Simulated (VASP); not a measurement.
# Si4C (Pm-3m) in VASP: a series of runs, part 2 of 2

VASP 6.6.1. Earlier steps stand in the parts before.

### 3 Relaxation of cell and atoms, PBE

This run uses another cell than the first one, of 13.12 Å³/atom.

File INCAR:

```
SYSTEM = Si4C
PREC     = Accurate       ! precision mode
ENCUT    = 600            ! plane-wave cutoff, eV
EDIFF    = 1E-6           ! SCF threshold, eV
ISMEAR   = 0              ! smearing method
SIGMA    = 0.1            ! smearing width, eV
LREAL    = .FALSE.        ! projectors in reciprocal space
LASPH    = .TRUE.         ! aspherical terms in the spheres
NELM     = 100            ! most SCF steps
ALGO     = Normal         ! electronic algorithm
ISIF     = 3              ! what is computed and relaxed
LWAVE    = .FALSE.        ! write WAVECAR
LCHARG   = .FALSE.        ! write CHGCAR
GGA      = PE             ! functional
IBRION   = 2              ! ionic algorithm
NSW      = 90             ! ionic steps
EDIFFG   = -0.04          ! ionic threshold
```

File KPOINTS:

```
regular mesh
0
G
  4 4 4
  0 0 0
```

File POSCAR:

```
Si4C
1.0
    4.0335312700      0.0000000000      0.0000000000
    0.0000000000      4.0335312700      0.0000000000
    0.0000000000      0.0000000000      4.0335312700
Si C
4 1
Direct
    0.0000000000      0.5000000000      0.5000000000
    0.5000000000      0.5000000000      0.0000000000
    0.5000000000      0.0000000000      0.5000000000
    0.0000000000      0.0000000000      0.0000000000
    0.5000000000      0.5000000000      0.5000000000
```

Potentials or basis: VASP PAW PBE potentials, release 64 (Si, C).

Started as:

```console
cat potpaw_PBE.64/Si/POTCAR potpaw_PBE.64/C/POTCAR > POTCAR
mpirun -np 1 vasp_std > vasp.out
```

OUTCAR:

```text
SYSTEM = Si4C
   PREC = Accurate
   ENCUT = 600
   EDIFF = 1E-6
   ISMEAR = 0
   LREAL = .FALSE.
   LASPH = .TRUE.
   NELM = 100
   ISIF = 3
   GGA = PE
   IBRION = 2
   NSW = 90
   EDIFFG = -0.04

 ion  position               nearest neighbor table
   1  0.000  0.500  0.500-   5 2.02   5 2.02   4 2.85   2 2.85   2 2.85   4 2.85   3 2.85   4 2.85
                             4 2.85   2 2.85   3 2.85   3 2.85   2 2.85   3 2.85
   2  0.500  0.500  0.000-   5 2.02   5 2.02   4 2.85   1 2.85   1 2.85   3 2.85   3 2.85   3 2.85
                             4 2.85   3 2.85   1 2.85   4 2.85   1 2.85   4 2.85
   3  0.500  0.000  0.500-   5 2.02   5 2.02   4 2.85   1 2.85   2 2.85   4 2.85   1 2.85   2 2.85
                             2 2.85   2 2.85   1 2.85   4 2.85   4 2.85   1 2.85
   4  0.000  0.000  0.000-   1 2.85   2 2.85   3 2.85   1 2.85   3 2.85   1 2.85   2 2.85   1 2.85
                             2 2.85   3 2.85   3 2.85   2 2.85
   5  0.500  0.500  0.500-   1 2.02   2 2.02   3 2.02   2 2.02   3 2.02   1 2.02

  LATTYP: Found a simple cubic cell.
 ALAT       =     4.0335312700

  Lattice vectors:

 A1 = (   4.0335312700,   0.0000000000,   0.0000000000)
 A2 = (   0.0000000000,   4.0335312700,   0.0000000000)
 A3 = (   0.0000000000,   0.0000000000,   4.0335312700)

[... 160 lines left out ...]
 Free energy of the ion-electron system (eV)
  ---------------------------------------------------
  ext. energy  EPLUGINS =         0.00000000
  ---------------------------------------------------
  free energy    TOTEN  =       -26.44290676 eV

  energy without entropy =      -26.43579956  energy(sigma->0) =      -26.43935316

------------------------ aborting loop because EDIFF is reached ----------------------------------------

  FORCE on cell =-STRESS in cart. coord.  units (eV):
  Direction    XX          YY          ZZ          XY          YZ          ZX
  --------------------------------------------------------------------------------------
  -------------------------------------------------------------------------------------
  Total        1.7429776      1.7429776      1.7429776     -0.0000000     -0.0000000     -0.0000000
  in kB       42.5545600     42.5545600     42.5545600     -0.0000000     -0.0000000     -0.0000000
  external PRESSURE =      42.5545600 kB  Pullay stress =       0.0000000 kB
[... 65 lines left out ...]
--------------------------------------- Ionic step        3  -------------------------------------------

 number of electron      20.0000001 magnetization

 Free energy of the ion-electron system (eV)
  ---------------------------------------------------
  ext. energy  EPLUGINS =         0.00000000
  ---------------------------------------------------
  free energy    TOTEN  =       -26.47330570 eV

  energy without entropy =      -26.46575266  energy(sigma->0) =      -26.46952918

 E-fermi :   9.2423     XC(G=0): -11.0751

 val. band max:        8.8408531275   @ k =   0.5000   0.5000   0.0000
 cond. band min:       9.3174241783   @ k =   0.2500   0.2500   0.0000
 fundamental gap:      0.4765710508
 Fermi energy:         9.2422681854

 k-point     1 :       0.0000    0.0000    0.0000
  band No.  band energies     occupation
      1      -6.5028      2.00000
      2       0.6359      2.00000
      3       2.0081      2.00000
      4       2.0081      2.00000
      5       2.0081      2.00000
      6       4.2551      2.00000
      7       4.2551      2.00000
      8       8.4274      2.00000
      9       8.4274      2.00000
     10       8.4274      2.00000
     11       9.7279      0.00000
     12      11.7483      0.00000
     13      11.7483      0.00000
     14      11.7483      0.00000
[... 183 lines left out ...]
  FREE ENERGIE OF THE ION-ELECTRON SYSTEM (eV)
  ---------------------------------------------------
  free  energy   TOTEN  =       -26.4733057010 eV

  energy  without entropy=      -26.4657526569  energy(sigma->0) =      -26.46952918

 reached required accuracy - stopping structural energy minimisation
```

CONTCAR:

```text
Si4C
   1.00000000000000
     4.0813972452180511   -0.0000000000000000   -0.0000000000000000
    -0.0000000000000000    4.0813972452180511    0.0000000000000000
    -0.0000000000000000   -0.0000000000000000    4.0813972452180511
  Si              C
     4     1
Direct
     0.0000000000000000    0.5000000000000000    0.5000000000000000
     0.5000000000000000    0.5000000000000000    0.0000000000000000
     0.5000000000000000    0.0000000000000000    0.5000000000000000
     0.0000000000000000    0.0000000000000000    0.0000000000000000
     0.5000000000000000    0.5000000000000000    0.5000000000000000

  0.00000000E+00  0.00000000E+00  0.00000000E+00
  0.00000000E+00  0.00000000E+00  0.00000000E+00
  0.00000000E+00  0.00000000E+00  0.00000000E+00
  0.00000000E+00  0.00000000E+00  0.00000000E+00
  0.00000000E+00  0.00000000E+00  0.00000000E+00
```

It took 23 s on 1 thread of Intel Xeon 8259CL, shared host; peak memory 0.17 GiB.

What came out:

| Property | Result |
| --- | --- |
| Free energy | -26.4733 eV |
| Relaxed volume | 13.60 Å³/atom |
| Relaxed cell | a = 4.081 Å, b = 4.081 Å, c = 4.081 Å, α = 90.00°, β = 90.00°, γ = 90.00° |
| Space group after relaxing (to 0.1 Å) | Pm-3m (No. 221) |
| Energy gained by relaxing | 6.1 meV/atom |
| Ionic steps | 3 |
| Pressure after relaxing | 0.0 GPa |
| Band gap on the k mesh | zero (bands 10 and 11 overlap by 2.27 eV) |

The path:
| step | energy change (eV) | largest force (eV/Å) | pressure (GPa) | volume (Å³) |
| --- | --- | --- | --- | --- |
| 1 | 0.0000 | 0.0000 | 4.26 | 65.62 |
| 2 | -0.0254 | 0.0000 | -1.56 | 68.99 |
| 3 | -0.0304 | 0.0000 | 0.01 | 67.99 |

Final structure:
```
Si C
1.0
     4.08140    0.00000    0.00000
     0.00000    4.08140    0.00000
     0.00000    0.00000    4.08140
Si C
4 1
Direct
  0.00000 0.50000 0.50000
  0.50000 0.50000 0.00000
  0.50000 0.00000 0.50000
  0.00000 0.00000 0.00000
  0.50000 0.50000 0.50000
```

Caveat: the k points lie up to 0.38 Å⁻¹ apart in the final cell, too coarse for converged energies and pressures of a metal.

### 4 Single point, PBE

This run uses another cell than the first one, of 13.24 Å³/atom.

File INCAR:

```
PREC = Accurate ; ENCUT = 520
EDIFF = 1E-6 ; ISMEAR = 0
SIGMA = 0.1 ; LREAL = F
LASPH = T ; NELM = 100
ALGO = Normal ; ISIF = 2
LWAVE = F ; LCHARG = F
GGA = PE ; NBANDS = 18
```

File KPOINTS:

```
Automatic mesh
0
Gamma
  10 10 10
```

POSCAR, as its differences from that of step 3:

```diff
@@ -2,5 +2,5 @@
 1.0
-    4.0335312700      0.0000000000      0.0000000000
-    0.0000000000      4.0335312700      0.0000000000
-    0.0000000000      0.0000000000      4.0335312700
+    4.0449346676      0.0000000000      0.0000000000
+    0.0000000000      4.0449346676      0.0000000000
+    0.0000000000      0.0000000000      4.0449346676
 Si C
```

Started as:

```console
cat potpaw_PBE.64/Si/POTCAR potpaw_PBE.64/C/POTCAR > POTCAR
mpirun -np 1 vasp_std > vasp.out
```

Wall time 56 s (1 thread of Intel Xeon 8259CL, shared host); peak memory 0.2 GiB.

Results (log left out):

| Property | Result |
| --- | --- |
| Free energy | -26.2892 eV |
| Pressure | 0.1 GPa |
| Band gap on the k mesh | zero (bands 10 and 11 overlap by 2.34 eV) |

Levels at points of the mesh, in eV from the Fermi level:
| k point | band 8 | band 9 | band 10 | band 11 | band 12 | band 13 |
| --- | --- | --- | --- | --- | --- | --- |
| (0.00, 0.00, 0.00) | -0.88 | -0.88 | -0.88 | 0.69 | 2.52 | 2.52 |
| (0.50, 0.00, 0.00) | -2.91 | -2.91 | -1.29 | 1.80 | 1.80 | 2.13 |
| (0.50, 0.50, 0.00) | -2.23 | -1.04 | -1.04 | -0.60 | -0.40 | 2.66 |
| (0.50, 0.50, 0.50) | -6.38 | 1.74 | 1.74 | 1.74 | 5.57 | 5.57 |

### 5 Relaxation of cell and atoms, PBE

File INCAR:

```
PREC = Accurate
ENCUT = 600
EDIFF = 1E-7
ISMEAR = 0
SIGMA = 0.1
LREAL = F
LASPH = T
NELM = 60
ALGO = Normal
ISIF = 3
LWAVE = F
LCHARG = F
GGA = PE
IBRION = 2
NSW = 100
EDIFFG = -0.01
```

File KPOINTS:

```
regular mesh
0
Gamma
  10 10 10
```

POSCAR, as its differences from that of step 4:

```diff
@@ -2,5 +2,5 @@
 1.0
-    4.0449346676      0.0000000000      0.0000000000
-    0.0000000000      4.0449346676      0.0000000000
-    0.0000000000      0.0000000000      4.0449346676
+    4.0798227742      0.0000000000      0.0000000000
+    0.0000000000      4.0798227742      0.0000000000
+    0.0000000000      0.0000000000      4.0798227742
 Si C
```

Started as:

```console
cat potpaw_PBE.64/Si/POTCAR potpaw_PBE.64/C/POTCAR > POTCAR
mpirun -np 1 vasp_std > vasp.out
```

It took 2.3 min on 1 thread of Intel Xeon 8259CL, shared host; peak memory 0.24 GiB.

It converged, with:

```
Free energy                           : -26.2911 eV
Relaxed volume                        : 13.24 Å³/atom
Relaxed cell                          : a = 4.045 Å, b = 4.045 Å, c = 4.045 Å, α = 90.00°, β = 90.00°, γ = 90.00°
Space group after relaxing (to 0.1 Å) : Pm-3m (No. 221)
Energy gained by relaxing             : 2.8 meV/atom
Ionic steps                           : 3
Pressure after relaxing               : 0.0 GPa
Band gap on the k mesh                : zero (bands 10 and 11 overlap by 2.34 eV)
```

Step by step:
```csv
step,energy change (eV),largest force (eV/Å),pressure (GPa),volume (Å³)
1,0.0000,0.0000,-2.60,67.91
2,-0.0132,0.0000,0.73,65.76
3,-0.0142,0.0000,0.01,66.20
```

Final structure:
```yaml
crystal:
  lattice:
    - [4.04529, 0.00000, 0.00000]
    - [0.00000, 4.04529, 0.00000]
    - [0.00000, 0.00000, 4.04529]
  atoms:
    - { symbol: Si, position: [0.00000, 0.50000, 0.50000] }
    - { symbol: Si, position: [0.50000, 0.50000, 0.00000] }
    - { symbol: Si, position: [0.50000, 0.00000, 0.50000] }
    - { symbol: Si, position: [0.00000, 0.00000, 0.00000] }
    - { symbol: C, position: [0.50000, 0.50000, 0.50000] }
```

Levels at points of the mesh, in eV from the Fermi level:
| k point | band 7 | band 8 | band 9 | band 10 | band 11 | band 12 | band 13 | band 14 |
| --- | --- | --- | --- | --- | --- | --- | --- | --- |
| (0.00, 0.00, 0.00) | -5.03 | -0.88 | -0.88 | -0.88 | 0.68 | 2.52 | 2.52 | 2.52 |
| (0.50, 0.00, 0.00) | -3.94 | -2.91 | -2.91 | -1.29 | 1.80 | 1.80 | 2.13 | 3.96 |
| (0.50, 0.50, 0.00) | -2.23 | -2.23 | -1.04 | -1.04 | -0.60 | -0.40 | 2.66 | 2.66 |
| (0.50, 0.50, 0.50) | -6.37 | -6.37 | 1.73 | 1.73 | 1.73 | 5.57 | 5.57 | 6.55 |

### 6 Overview

```csv
task,cell,k mesh,cutoff (eV),gap on the mesh (eV),pressure (GPa),relaxed volume (Å³/atom)
single point,"a = 4.080 Å, 5 atoms",4 × 4 × 4,520,none,0.2,-
relaxation of cell and atoms,"relaxed from a = 4.034 Å, 5 atoms",4 × 4 × 4,600,none,0.0,13.60
single point,"a = 4.045 Å, 5 atoms",10 × 10 × 10,520,none,0.1,-
relaxation of cell and atoms,"relaxed from a = 4.080 Å, 5 atoms",10 × 10 × 10,600,none,0.0,13.24
```

Alike in all rows: level PBE; potentials or basis VASP PAW PBE potentials, release 64 (Si, C); no spin polarisation; smearing gaussian 0.1 eV.

Caveats: some runs use coarse meshes.

Total energies depend on the potentials used, so only differences within one code and one set of settings carry meaning.
